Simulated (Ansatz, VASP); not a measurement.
Two plane-wave programs on Ca

```
CELL_PARAMETERS angstrom
0.00000 2.78841 2.78841
2.78841 0.00000 2.78841
2.78841 2.78841 0.00000
ATOMIC_POSITIONS crystal
Ca 0.00000 0.00000 0.00000
```

Alike in both runs: task single point; functional PBE; k mesh 8 × 8 × 8; occupations gaussian, width 0.1 eV; no spin polarisation.

|  | VASP | Ansatz |
| --- | --- | --- |
| version | VASP 6.6.1 | Ansatz 0.2.0 |
| potentials or method | VASP PAW PBE potentials, release 64 (Ca_sv), cutoff 520 eV | scalar-relativistic, plane waves, PAW |
| valence electrons in the cell | 10 | 10 |

|  | VASP | Ansatz | Ansatz less VASP |
| --- | --- | --- | --- |
| gap on the k mesh at the Fermi level (eV) | none | none | - |
| pressure (GPa) | -0.5 | -0.5 | 0.00 |

A gap of «none» marks a metal or a gap that the smearing closes.
